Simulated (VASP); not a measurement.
# SiO2 (P4_2/mnm) in VASP: a series of runs, part 2 of 2

VASP 6.6.1.

## (3) Single point, PBE

This run uses another cell than the first one, of 7.69 Å³/atom.

Contents of INCAR:

```
  ALGO = Normal
  EDIFF = 1E-6
  ENCUT = 520
  GGA = PE
  ISIF = 2
  ISMEAR = 0
  LASPH = True
  LCHARG = False
  LREAL = False
  LWAVE = False
  NBANDS = 25
  NELM = 60
  PREC = Accurate
  SIGMA = 0.05
```

Contents of KPOINTS:

```
k-points
0
Gamma
  6 6 8
```

Contents of POSCAR:

```
SiO2
1.0
    4.2041000000      0.0000000000      0.0000000000
    0.0000000000      4.2041000000      0.0000000000
    0.0000000000      0.0000000000      2.6091000000
Si O
2 4
Direct
    0.5000000000      0.5000000000      0.5000000000
    0.0000000000      0.0000000000      0.0000000000
    0.6930127928      0.6930127928      0.0000000000
    0.1930127928      0.8069872072      0.5000000000
    0.3069872072      0.3069872072      0.0000000000
    0.8069872072      0.1930127928      0.5000000000
```

Potentials or basis: VASP PAW PBE potentials, release 64 (Si, O).

Started as:

```sh
$ cat potpaw_PBE.64/Si/POTCAR potpaw_PBE.64/O/POTCAR > POTCAR
$ mpirun -np 1 vasp_std > vasp.out
```

Run time: 64 s. Hardware: 1 thread of Intel Xeon 8259CL, shared host; peak memory 0.17 GiB.

Results (log left out):

```yaml
Free_energy: -46.1667 eV
Pressure: 16.7 GPa
Largest_force: 0.239 eV/Å
Band_gap_on_the_k_mesh: 5.93 eV
```

Forces on the atoms (eV/Å):
```
Si   0.000  0.000  0.000
Si   0.000  0.000  0.000
O    0.169  0.169  0.000
O    0.169 -0.169  0.000
O   -0.169 -0.169  0.000
O   -0.169  0.169  0.000
```

Stress tensor (GPa, compression positive):
```
11.30  0.00  0.00
 0.00 11.30  0.00
 0.00  0.00 27.48
```

Levels at points of the mesh, in eV from the valence-band top:
```tsv
k point	band 12	band 13	band 14	band 15	band 16	band 17	band 18	band 19	band 20	band 21
(0.00, 0.00, 0.00)	-3.01	-2.42	-0.89	-0.89	0.00	5.93	7.19	9.02	9.02	11.21
(0.50, 0.00, 0.00)	-3.90	-2.59	-2.59	-1.11	-1.11	8.13	8.13	9.56	9.56	10.89
(0.50, 0.50, 0.00)	-3.12	-2.56	-2.56	-2.38	-2.38	7.79	7.79	10.48	10.48	12.92
(0.00, 0.00, 0.50)	-4.64	-3.00	-3.00	-2.72	-2.72	9.22	9.22	12.54	12.54	12.80
(0.50, 0.00, 0.50)	-3.99	-2.35	-2.35	-1.77	-1.77	8.90	8.90	9.75	9.75	12.28
(0.50, 0.50, 0.50)	-4.52	-1.86	-1.86	-1.56	-1.56	7.31	7.31	10.97	10.97	11.74
```

Caveat: the cell stands under pressure.

## (4) Single point, PBE

This run uses another cell than the first one, of 7.77 Å³/atom.

Contents of INCAR:

```
PREC = Accurate
ENCUT = 520
EDIFF = 1E-6
ISMEAR = 0
SIGMA = 0.05
LREAL = F
LASPH = T
NELM = 60
ALGO = Normal
ISIF = 2
LWAVE = F
LCHARG = F
GGA = PE
NBANDS = 25
```

Contents of KPOINTS:

```
Automatic mesh
0
Gamma
  6 6 8
```

Changes to POSCAR since step 3:

```diff
@@ -2,5 +2,5 @@
 1.0
-    4.2041000000      0.0000000000      0.0000000000
-    0.0000000000      4.2041000000      0.0000000000
-    0.0000000000      0.0000000000      2.6091000000
+    4.3630000000      0.0000000000      0.0000000000
+    0.0000000000      4.3630000000      0.0000000000
+    0.0000000000      0.0000000000      2.4477000000
 Si O
```

Potentials or basis: VASP PAW PBE potentials, release 64 (Si, O).

Started as:

```sh
$ cat potpaw_PBE.64/Si/POTCAR potpaw_PBE.64/O/POTCAR > POTCAR
$ mpirun -np 1 vasp_std > vasp.out
```

OUTCAR:

```text
PREC = Accurate
   ENCUT = 520
   EDIFF = 1E-6
   ISMEAR = 0
   LREAL = F
   LASPH = T
   NELM = 60
   ISIF = 2
   GGA = PE

 ion  position               nearest neighbor table
   1  0.500  0.500  0.500-   3 1.71   5 1.71   3 1.71   5 1.71   4 1.89   6 1.89
   2  0.000  0.000  0.000-   4 1.71   6 1.71   4 1.71   6 1.71   5 1.89   3 1.89
   3  0.693  0.693  0.000-   1 1.71   1 1.71   2 1.89
   4  0.193  0.807  0.500-   2 1.71   2 1.71   1 1.89
   5  0.307  0.307  0.000-   1 1.71   1 1.71   2 1.89
   6  0.807  0.193  0.500-   2 1.71   2 1.71   1 1.89

  LATTYP: Found a simple tetragonal cell.
[... 879 lines left out ...]
  -------------------------------------------------------------------------------------
  Total       -0.7311289     -0.7311289     20.6011100     -0.0000000      0.0000000      0.0000000
  in kB      -25.1406159    -25.1406159    708.3902722     -0.0000000      0.0000000      0.0000000
  external PRESSURE =     219.3696801 kB  Pullay stress =       0.0000000 kB

 VOLUME and BASIS-vectors are now :
 -----------------------------------------------------------------------------
  energy-cutoff  :      520.00
  volume of cell :       46.59
      direct lattice vectors                 reciprocal lattice vectors
     4.363000000  0.000000000  0.000000000     0.229200092  0.000000000  0.000000000
     0.000000000  4.363000000  0.000000000     0.000000000  0.229200092  0.000000000
     0.000000000  0.000000000  2.447700000     0.000000000  0.000000000  0.408546799

 POSITION                                       TOTAL-FORCE (eV/Angst)
 -----------------------------------------------------------------------------------
      2.18150      2.18150      1.22385         0.000000     -0.000000      0.000000
      0.00000      0.00000      0.00000         0.000000     -0.000000      0.000000
      3.02361      3.02361      0.00000        -0.336321     -0.336321      0.000000
      0.84211      3.52089      1.22385        -0.336321      0.336321      0.000000
      1.33939      1.33939      0.00000         0.336321      0.336321     -0.000000
      3.52089      0.84211      1.22385         0.336321     -0.336321      0.000000
 -----------------------------------------------------------------------------------
    total drift:                                0.000000      0.000000     -0.000000

  FREE ENERGIE OF THE ION-ELECTRON SYSTEM (eV)
  ---------------------------------------------------
  free  energy   TOTEN  =       -45.3698035255 eV

  energy  without entropy=      -45.3698035255  energy(sigma->0) =      -45.36980353
```

stdout:

```text
POSCAR found type information on POSCAR SiO
 POSCAR found :  2 types and       6 ions
 scaLAPACK will be used
 LDA part: xc-table for (Slater+PW92), standard interpolation
 POSCAR, INCAR and KPOINTS ok, starting setup
 FFT: planning ... GRIDC
 FFT: planning ... GRID_SOFT
 FFT: planning ... GRID
 WAVECAR not read
 entering main loop
```

Run time: 63 s. Hardware: 1 thread of Intel Xeon 8259CL, shared host; peak memory 0.17 GiB.

What came out:

| Property | Result |
| --- | --- |
| Free energy | -45.3698 eV |
| Pressure | 21.9 GPa |
| Largest force | 0.476 eV/Å |
| Band gap on the k mesh | 5.84 eV |

Forces on the atoms (eV/Å):
```
Si   0.000  0.000  0.000
Si   0.000  0.000  0.000
O   -0.336 -0.336  0.000
O   -0.336  0.336  0.000
O    0.336  0.336  0.000
O    0.336 -0.336  0.000
```

Caveat: the cell stands under pressure. A k mesh can miss the band edges.

## (5) Single point, PBE

This run uses another cell than the first one, of 7.80 Å³/atom.

Contents of INCAR:

```
SYSTEM = SiO2
PREC = Accurate ; ENCUT = 520
EDIFF = 1E-7 ; ISMEAR = 0
SIGMA = 0.05 ; LREAL = .FALSE.
LASPH = .TRUE. ; NELM = 60
ALGO = Normal ; ISIF = 2
LWAVE = .FALSE. ; LCHARG = .FALSE.
GGA = PE ; NBANDS = 25
```

Contents of KPOINTS:

```
regular mesh
0
G
  6 6 8
  0 0 0
```

Changes to POSCAR since step 4:

```diff
@@ -2,5 +2,5 @@
 1.0
-    4.3630000000      0.0000000000      0.0000000000
-    0.0000000000      4.3630000000      0.0000000000
-    0.0000000000      0.0000000000      2.4477000000
+    4.1723000000      0.0000000000      0.0000000000
+    0.0000000000      4.1723000000      0.0000000000
+    0.0000000000      0.0000000000      2.6897743053
 Si O
```

Started as:

```sh
$ cat potpaw_PBE.64/Si/POTCAR potpaw_PBE.64/O/POTCAR > POTCAR
$ mpirun -np 1 vasp_std > vasp.out
```

Wall time 62 s (1 thread of Intel Xeon 8259CL, shared host); peak memory 0.17 GiB.

Results (log left out):

- Free energy: -46.2679 eV
- Pressure: 9.2 GPa
- Largest force: 0.326 eV/Å
- Band gap on the k mesh: 5.50 eV

Forces in eV/Å, atoms in the order of the input:
```
Si   0.000  0.000  0.000
Si   0.000  0.000  0.000
O    0.231  0.231  0.000
O    0.231 -0.231  0.000
O   -0.231 -0.231  0.000
O   -0.231  0.231  0.000
```

Stress tensor (GPa, compression positive):
```
10.48  0.00  0.00
 0.00 10.48  0.00
 0.00  0.00  6.54
```

Levels at points of the mesh, in eV from the valence-band top:
| k point | band 12 | band 13 | band 14 | band 15 | band 16 | band 17 | band 18 | band 19 | band 20 | band 21 |
| --- | --- | --- | --- | --- | --- | --- | --- | --- | --- | --- |
| (0.00, 0.00, 0.00) | -3.18 | -2.60 | -0.85 | -0.85 | 0.00 | 5.50 | 6.51 | 8.35 | 8.35 | 11.22 |
| (0.50, 0.00, 0.00) | -3.82 | -2.74 | -2.74 | -1.06 | -1.06 | 7.58 | 7.58 | 8.92 | 8.92 | 11.12 |
| (0.50, 0.50, 0.00) | -3.31 | -2.63 | -2.63 | -2.22 | -2.22 | 7.24 | 7.24 | 9.90 | 9.90 | 13.21 |
| (0.00, 0.00, 0.50) | -4.54 | -3.06 | -3.06 | -2.67 | -2.67 | 9.07 | 9.07 | 12.61 | 12.61 | 12.70 |
| (0.50, 0.00, 0.50) | -3.93 | -2.25 | -2.25 | -1.73 | -1.73 | 8.81 | 8.81 | 9.90 | 9.90 | 12.24 |
| (0.50, 0.50, 0.50) | -4.40 | -1.75 | -1.75 | -1.52 | -1.52 | 7.23 | 7.23 | 10.98 | 10.98 | 11.79 |

Caveat: the cell stands under pressure.

## (6) Summary

```csv
cell,gap on the mesh (eV),pressure (GPa),largest force (eV/Å)
"a = 4.331, b = 4.331, c = 2.448 Å, 6 atoms",6.10,26.7,0.25
"a = 4.204, b = 4.204, c = 2.609 Å, 6 atoms",5.93,16.7,0.24
"a = 4.363, b = 4.363, c = 2.448 Å, 6 atoms",5.84,21.9,0.48
"a = 4.172, b = 4.172, c = 2.690 Å, 6 atoms",5.50,9.2,0.33
```

Alike in all rows: task single point; level PBE; potentials or basis VASP PAW PBE potentials, release 64 (Si, O); no spin polarisation; k mesh 6 × 6 × 8; cutoff (eV) 520; smearing gaussian 0.05 eV.

Caveats: the cell stands under pressure.

Absolute energies hang on the potentials; compare differences alone.
